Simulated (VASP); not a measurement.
# KSiSe3 (I4/mcm) in VASP: a series of runs

The runs below take KSiSe3 through single point, with PBE.

Everything below comes from runs of VASP 6.6.1. Logs are shortened: lines on timing, memory, paths and dates and some standing lists are left out, and cuts for length are marked.

### 1 The cell of the first run

Symmetry: I4/mcm, No. 140, tetragonal system. The conventional cell has a = 6.808 Å, b = 6.808 Å, c = 9.628 Å, α = 90.00°, β = 90.00°, γ = 90.00°. Within 4.3 Å of K (site symmetry -42m) lie 12 Se at 3.28 to 3.53 Å and 8 Si at 4.17 Å. Within 3.2 Å of Si (site symmetry 4/m) lie 6 Se at 2.41 Å. Se (site symmetry m2m) has 2 Si at 2.41 Å and 4 K at 3.28 to 3.53 Å and 8 Se at 3.41 Å within 3.6 Å. Se (site symmetry 422) has 2 Si at 2.41 Å within 3.2 Å.

### 2 Single point, PBE

Contents of INCAR:

```
PREC = Accurate
ENCUT = 520
EDIFF = 1E-6
ISMEAR = 0
SIGMA = 0.1
LREAL = False
LASPH = True
NELM = 80
ALGO = Normal
ISIF = 2
LWAVE = False
LCHARG = False
GGA = PE
NBANDS = 42
```

Contents of KPOINTS:

```
regular mesh
0
Gamma
  4 4 4
```

Contents of POSCAR:

```
KSiSe3
1.0
   -3.4040376700      3.4040376700      4.8140362400
    3.4040376700     -3.4040376700      4.8140362400
    3.4040376700      3.4040376700     -4.8140362400
K Si Se
2 2 6
Direct
    0.7500000000      0.2500000000      0.5000000000
    0.2500000000      0.7500000000      0.5000000000
    0.5000000000      0.5000000000      0.0000000000
    0.0000000000      0.0000000000      0.0000000000
    0.2680143500      0.7680143500      0.0360287000
    0.7680143500      0.7319856500      0.5000000000
    0.7500000000      0.7500000000      0.0000000000
    0.7319856500      0.2319856500      0.9639713000
    0.2319856500      0.2680143500      0.5000000000
    0.2500000000      0.2500000000      0.0000000000
```

Potentials or basis: VASP PAW PBE potentials, release 64 (K_sv, Si, Se).

Run with:

```bash
> cat potpaw_PBE.64/K_sv/POTCAR potpaw_PBE.64/Si/POTCAR potpaw_PBE.64/Se/POTCAR > POTCAR
> mpirun -np 1 vasp_std > vasp.out
```

OUTCAR:

```text
PREC = Accurate
   ENCUT = 520
   EDIFF = 1E-6
   ISMEAR = 0
   LREAL = False
   LASPH = True
   NELM = 80
   ISIF = 2
   GGA = PE

 ion  position               nearest neighbor table
   1  0.750  0.250  0.500-   5 3.28   6 3.28   8 3.28   9 3.28
   2  0.250  0.750  0.500-   5 3.28   6 3.28   8 3.28   9 3.28
   3  0.500  0.500  0.000-   7 2.41  10 2.41   5 2.41   8 2.41   6 2.41   9 2.41
   4  0.000  0.000  0.000-   7 2.41  10 2.41   8 2.41   9 2.41   5 2.41   6 2.41
   5  0.268  0.768  0.036-   3 2.41   4 2.41   1 3.28   2 3.28
   6  0.768  0.732  0.500-   4 2.41   3 2.41   1 3.28   2 3.28
   7  0.750  0.750  0.000-   3 2.41   4 2.41
   8  0.732  0.232  0.964-   3 2.41   4 2.41   1 3.28   2 3.28
   9  0.232  0.268  0.500-   3 2.41   4 2.41   1 3.28   2 3.28
  10  0.250  0.250  0.000-   3 2.41   4 2.41

  LATTYP: Found a face centered cubic cell.
 ALAT       =     9.6280724797

  Lattice vectors:

 A1 = (   3.4040376700,  -3.4040376700,  -4.8140362400)
 A2 = (   3.4040376700,   3.4040376700,  -4.8140362400)
 A3 = (   6.8080753400,   0.0000000000,   0.0000000000)

Analysis of symmetry for initial positions (statically):
=====================================================================
 Subroutine PRICEL returns:
 Original cell was already a primitive cell.

 Routine SETGRP: Setting up the symmetry group for a
 face centered cubic supercell.

 Subroutine GETGRP returns: Found 16 space group operations
 (whereof  8 operations were pure point group operations)
 out of a pool of 48 trial point group operations.

The static configuration has the point symmetry C_4h.
 The point group associated with its full space group is D_4h.

Analysis of symmetry for dynamics (positions and initial velocities):
=====================================================================
 Subroutine PRICEL returns:
 Original cell was already a primitive cell.

 Routine SETGRP: Setting up the symmetry group for a
 face centered cubic supercell.

 Subroutine GETGRP returns: Found 16 space group operations
 (whereof  8 operations were pure point group operations)
 out of a pool of 48 trial point group operations.

The dynamic configuration has the point symmetry C_4h.
 The point group associated with its full space group is D_4h.

 Subroutine INISYM returns: Found 16 space group operations
 (whereof  8 operations are pure point group operations),
 and found     1 'primitive' translations

[... 105 lines left out ...]
   ISYM   =      2    0-nonsym 1-usesym 2-fastsym
   POTIM  = 0.5000    time-step for ionic-motion
   TEBEG  =    0.0;   TEEND  =   0.0 temperature during run
   PSTRESS=    0.0 pullay stress
   NELECT =      62.0000    total number of electrons
   NUPDOWN=      -1.0000    fix difference up-down
   EMIN   =  10.00;   EMAX   =-10.00  energy-range for DOS
   EFERMI =   0.00;   METHOD = LEGACY
   ISMEAR =     0;   SIGMA  =   0.10  broadening in eV -4-tet -1-fermi 0-gaus
   EFERMI_NEDOS =   21; number of points for ismear=-14 and -15
   IALGO  =     38    algorithm
   IMIX   =      4    mixing-type and parameters
     AMIX     =   0.40;   BMIX     =  1.00
     AMIX_MAG =   1.60;   BMIX_MAG =  1.00
  volume/ion in A,a.u.               =      22.31       150.58
  Fermi-wavevector in a.u.,A,eV,Ry     =   1.068282  2.018761 15.527338  1.141227
  Thomas-Fermi vector in A             =   2.203926
   LORBIT       =      0    0 simple, 1 ext, 2 COOP (PROOUT), +10 PAW based schemes
   GGA     = PE    functional components
   LHFCALC =     F    Hartree Fock is set to
   AEXX    =    0.0000 exact exchange contribution
   IVDW    =     0    specifies the selected vdW correction
   LEPSILON=     F    determine dielectric tensor
   LRPA    =     F    only Hartree local field effects (RPA)
 non-spin polarized calculation
 Gauss-broadening in eV      SIGMA  =   0.10
  energy-cutoff  :      520.00
  volume of cell :      223.13
 maximum number of plane-waves:      6030
 NGX is ok and might be reduce to    54
   NGX = 25   NGY = 25   NGZ = 25

 number of electron      61.9999996 magnetization

 Free energy of the ion-electron system (eV)
  ---------------------------------------------------
  ext. energy  EPLUGINS =         0.00000000
  ---------------------------------------------------
  free energy    TOTEN  =       -36.17748678 eV

  energy without entropy =      -36.13573087  energy(sigma->0) =      -36.15660882

 E-fermi :   3.5981     XC(G=0):  -9.5574

 val. band max:        3.5881999371   @ k =   0.5000  -0.0000   0.0000
 cond. band min:       3.6161759713   @ k =   0.2500   0.2500   0.0000
 fundamental gap:      0.0279760342
 Fermi energy:         3.5981330083

 k-point     1 :       0.0000    0.0000    0.0000
  band No.  band energies     occupation
      1     -25.5721      2.00000
      2     -25.5674      2.00000
      3     -11.1687      2.00000
      4      -9.2159      2.00000
      5      -9.2159      2.00000
      6      -9.2007      2.00000
[... 574 lines left out ...]
     41      10.3747      0.00000
     42      10.5267      0.00000

------------------------ aborting loop because EDIFF is reached ----------------------------------------

  FORCE on cell =-STRESS in cart. coord.  units (eV):
  Direction    XX          YY          ZZ          XY          YZ          ZX
  --------------------------------------------------------------------------------------
  -------------------------------------------------------------------------------------
  Total        8.8564251      8.8564251     10.6069218      0.0000000      0.0000000     -0.0000000
  in kB       63.5932433     63.5932433     76.1626225      0.0000000      0.0000000     -0.0000000
  external PRESSURE =      67.7830363 kB  Pullay stress =       0.0000000 kB

 VOLUME and BASIS-vectors are now :
 -----------------------------------------------------------------------------
  energy-cutoff  :      520.00
  volume of cell :      223.13
      direct lattice vectors                 reciprocal lattice vectors
    -3.404037670  3.404037670  4.814036240     0.000000000  0.146884391  0.103862949
     3.404037670 -3.404037670  4.814036240     0.146884391  0.000000000  0.103862949
     3.404037670  3.404037670 -4.814036240     0.146884391  0.146884391  0.000000000

 POSITION                                       TOTAL-FORCE (eV/Angst)
 -----------------------------------------------------------------------------------
      0.00000      3.40404      2.40702         0.000000      0.000000      0.000000
      3.40404      0.00000      2.40702         0.000000      0.000000      0.000000
      0.00000      0.00000      4.81404         0.000000      0.000000      0.000000
      0.00000      0.00000      0.00000         0.000000      0.000000      0.000000
      1.82466     -1.57938      4.81404         0.085865      0.085865     -0.000000
      1.57938      1.82466      4.81404        -0.085865      0.085865      0.000000
      0.00000      0.00000      7.22105         0.000000      0.000000      0.000000
      1.57938      4.98341      0.00000        -0.085865     -0.085865      0.000000
      1.82466      1.57938      0.00000         0.085865     -0.085865      0.000000
      0.00000      0.00000      2.40702         0.000000      0.000000      0.000000
 -----------------------------------------------------------------------------------
    total drift:                                0.000000     -0.000000      0.000000

  FREE ENERGIE OF THE ION-ELECTRON SYSTEM (eV)
  ---------------------------------------------------
  free  energy   TOTEN  =       -36.1774867763 eV

  energy  without entropy=      -36.1357308655  energy(sigma->0) =      -36.15660882
```

OSZICAR:

```text
N       E                     dE             d eps       ncg     rms          rms(c)
DAV:   1     0.367437176578E+03    0.36744E+03   -0.26806E+04  1092   0.129E+03
DAV:   2    -0.676590494613E+01   -0.37420E+03   -0.36283E+03  1414   0.283E+02
DAV:   3    -0.357090000705E+02   -0.28943E+02   -0.28493E+02  1504   0.716E+01
DAV:   4    -0.364720274480E+02   -0.76303E+00   -0.76047E+00  1624   0.114E+01
DAV:   5    -0.365009109549E+02   -0.28884E-01   -0.28877E-01  1592   0.142E+00    0.107E+01
DAV:   6    -0.361867015564E+02    0.31421E+00   -0.59093E-01  1318   0.261E+00    0.657E+00
DAV:   7    -0.361774540011E+02    0.92476E-02   -0.21592E-01  1344   0.176E+00    0.169E+00
DAV:   8    -0.361769413471E+02    0.51265E-03   -0.32216E-02  1492   0.748E-01    0.345E-01
DAV:   9    -0.361773934681E+02   -0.45212E-03   -0.20936E-03  1440   0.210E-01    0.143E-01
DAV:  10    -0.361774539202E+02   -0.60452E-04   -0.18730E-04  1398   0.701E-02    0.642E-02
DAV:  11    -0.361774835041E+02   -0.29584E-04   -0.50844E-05  1392   0.332E-02    0.150E-02
DAV:  12    -0.361774860443E+02   -0.25402E-05   -0.83570E-06  1356   0.145E-02    0.460E-03
DAV:  13    -0.361774867763E+02   -0.73199E-06   -0.28915E-06  1216   0.851E-03
   1 F= -.36177487E+02 E0= -.36156609E+02  d E =-.417559E-01
```

It took 6.2 min on 1 thread of Intel Xeon 8259CL, shared host; peak memory 0.44 GiB.

What came out:

```yaml
Free_energy: -36.1775 eV
Pressure: 6.8 GPa
Largest_force: 0.121 eV/Å
Band_gap_on_the_k_mesh: zero (bands 31 and 32 overlap by 0.97 eV)
```

Forces in eV/Å, atoms in the order of the input:
```
K    0.000  0.000  0.000
K    0.000  0.000  0.000
Si   0.000  0.000  0.000
Si   0.000  0.000  0.000
Se   0.086  0.086  0.000
Se  -0.086  0.086  0.000
Se   0.000  0.000  0.000
Se  -0.086 -0.086  0.000
Se   0.086 -0.086  0.000
Se   0.000  0.000  0.000
```

Levels at points of the mesh, in eV from the Fermi level:
```csv
k point,band 28,band 29,band 30,band 31,band 32,band 33,band 34,band 35
"(0.00, 0.00, 0.00)",-0.31,-0.28,-0.28,0.85,0.95,0.95,2.07,2.09
"(0.50, 0.00, 0.00)",-0.56,-0.03,-0.03,-0.01,-0.01,0.13,0.13,5.35
"(0.50, 0.50, 0.00)",-1.44,-1.32,-0.63,-0.59,0.89,1.28,2.58,2.61
"(0.50, 0.50, 0.50)",-1.50,-1.37,-0.61,-0.61,0.66,1.52,2.62,2.62
```

Caveat: the cell stands under pressure.

### 3 Single point, PBE

This run uses another cell than the first one, of 24.77 Å³/atom.

Contents of INCAR:

```
ALGO     = Normal         # electronic algorithm
EDIFF    = 1E-7           # SCF threshold, eV
ENCUT    = 520            # plane-wave cutoff, eV
GGA      = PE             # functional
ISIF     = 2              # what is computed and relaxed
ISMEAR   = 0              # smearing method
LASPH    = True           # aspherical terms in the spheres
LCHARG   = True           # write CHGCAR
LELF     = True           # ELF
LREAL    = False          # projectors in reciprocal space
LVHAR    = True         
LWAVE    = False          # write WAVECAR
NBANDS   = 42             # bands
NELM     = 100            # most SCF steps
PREC     = Accurate       # precision mode
SIGMA    = 0.1            # smearing width, eV
```

Contents of KPOINTS:

```
k-points
0
Gamma
  4 4 4
```

Contents of POSCAR:

```
KSiSe3
1.0
   -3.4612790260      3.4612790260      5.1681585996
    3.4612790260     -3.4612790260      5.1681585996
    3.4612790260      3.4612790260     -5.1681585996
K Si Se
2 2 6
Direct
    0.7500000000      0.2500000000      0.5000000000
    0.2500000000      0.7500000000      0.5000000000
    0.5000000000      0.5000000000      0.0000000000
    0.0000000000      0.0000000000      0.0000000000
    0.2948491712      0.7948491712      0.0896983423
    0.7948491712      0.7051508288      0.5000000000
    0.7500000000      0.7500000000      0.0000000000
    0.7051508288      0.2051508288      0.9103016577
    0.2051508288      0.2948491712      0.5000000000
    0.2500000000      0.2500000000      0.0000000000
```

Potentials or basis: VASP PAW PBE potentials, release 64 (K_sv, Si, Se).

Run with:

```bash
> cat potpaw_PBE.64/K_sv/POTCAR potpaw_PBE.64/Si/POTCAR potpaw_PBE.64/Se/POTCAR > POTCAR
> mpirun -np 1 vasp_std > vasp.out
```

It took 7.1 min on 1 thread of Intel Xeon 8259CL, shared host; peak memory 0.47 GiB.

It converged, with:

- Free energy: -36.8013 eV
- Pressure: 0.0 GPa
- Largest force: 0.011 eV/Å
- Band gap on the k mesh: zero (bands 31 and 32 overlap by 0.63 eV)

Forces on the atoms (eV/Å):
```
K    0.000  0.000  0.000
K    0.000  0.000  0.000
Si   0.000  0.000  0.000
Si   0.000  0.000  0.000
Se   0.007  0.007  0.000
Se  -0.007  0.007  0.000
Se   0.000  0.000  0.000
Se  -0.007 -0.007  0.000
Se   0.007 -0.007  0.000
Se   0.000  0.000  0.000
```

Levels at points of the mesh, in eV from the Fermi level:
| k point | band 29 | band 30 | band 31 | band 32 | band 33 | band 34 |
| --- | --- | --- | --- | --- | --- | --- |
| (0.00, 0.00, 0.00) | -0.19 | -0.19 | 0.50 | 0.65 | 0.65 | 1.52 |
| (0.50, 0.00, 0.00) | -0.04 | -0.04 | -0.01 | -0.01 | 0.50 | 0.50 |
| (0.50, 0.50, 0.00) | -0.93 | -0.46 | -0.46 | 0.63 | 1.00 | 2.28 |
| (0.50, 0.50, 0.50) | -1.07 | -0.34 | -0.34 | 0.04 | 1.33 | 2.56 |

### 4 Single point, PBE

This run uses another cell than the first one, of 24.73 Å³/atom.

Contents of INCAR:

```
SYSTEM = KSiSe3
PREC = Accurate
ENCUT = 520
EDIFF = 1E-6
ISMEAR = 0
SIGMA = 0.1
LREAL = .FALSE.
LASPH = .TRUE.
NELM = 100
ALGO = Normal
ISIF = 2
LWAVE = .FALSE.
LCHARG = .TRUE.
GGA = PE
LELF = .TRUE.
LVHAR = .TRUE.
NBANDS = 42
```

Contents of KPOINTS:

```
Automatic mesh
0
G
  8 8 8
  0 0 0
```

Contents of POSCAR:

```
KSiSe3
1.0
   -3.4591993102      3.4591993102      5.1657590366
    3.4591993102     -3.4591993102      5.1657590366
    3.4591993102      3.4591993102     -5.1657590366
K Si Se
2 2 6
Direct
    0.7500000000      0.2500000000      0.5000000000
    0.2500000000      0.7500000000      0.5000000000
    0.5000000000      0.5000000000      0.0000000000
    0.0000000000      0.0000000000      0.0000000000
    0.2958033891      0.7958033891      0.0916067781
    0.7958033891      0.7041966109      0.5000000000
    0.7500000000      0.7500000000      0.0000000000
    0.7041966109      0.2041966109      0.9083932219
    0.2041966109      0.2958033891      0.5000000000
    0.2500000000      0.2500000000      0.0000000000
```

Run with:

```bash
> cat potpaw_PBE.64/K_sv/POTCAR potpaw_PBE.64/Si/POTCAR potpaw_PBE.64/Se/POTCAR > POTCAR
> mpirun -np 1 vasp_std > vasp.out
```

Run time: 27 min. Hardware: 1 thread of Intel Xeon 8259CL, shared host; peak memory 0.74 GiB.

Results (log left out):

| Item | Value |
| --- | --- |
| Free energy | -36.7960 eV |
| Pressure | 0.1 GPa |
| Largest force | 0.004 eV/Å |
| Band gap on the k mesh | zero (bands 31 and 32 overlap by 0.72 eV) |

Forces in eV/Å, atoms in the order of the input:
```
K    0.000  0.000  0.000
K    0.000  0.000  0.000
Si   0.000  0.000  0.000
Si   0.000  0.000  0.000
Se   0.003  0.003  0.000
Se  -0.003  0.003  0.000
Se   0.000  0.000  0.000
Se  -0.003 -0.003  0.000
Se   0.003 -0.003  0.000
Se   0.000  0.000  0.000
```

Levels at points of the mesh, in eV from the Fermi level:
```tsv
k point	band 29	band 30	band 31	band 32	band 33	band 34
(0.00, 0.00, 0.00)	-0.20	-0.20	0.47	0.64	0.64	1.51
(0.50, 0.00, 0.00)	-0.06	-0.06	-0.03	-0.03	0.49	0.49
(0.50, 0.50, 0.00)	-0.93	-0.48	-0.47	0.61	0.98	2.27
(0.50, 0.50, 0.50)	-1.09	-0.35	-0.35	0.01	1.32	2.54
```

### 5 The runs side by side

| cell | k mesh | gap on the mesh (eV) | pressure (GPa) | largest force (eV/Å) |
| --- | --- | --- | --- | --- |
| a = 6.808 Å, angles 120.0, 120.0, 90.0°, 10 atoms, atomic positions A | 4 × 4 × 4 | none | 6.8 | 0.12 |
| a = 7.118 Å, angles 121.8, 121.8, 86.9°, 10 atoms, atomic positions B | 4 × 4 × 4 | none | 0.0 | 0.01 |
| a = 7.115 Å, angles 121.8, 121.8, 86.9°, 10 atoms, atomic positions B | 8 × 8 × 8 | none | 0.1 | - |

Alike in all rows: task single point; level PBE; potentials or basis VASP PAW PBE potentials, release 64 (K_sv, Si, Se); no spin polarisation; cutoff (eV) 520; smearing gaussian 0.1 eV.

Caveats: the cell stands under pressure (at least some runs).

Total energies depend on the potentials used, so only differences within one code and one set of settings carry meaning.
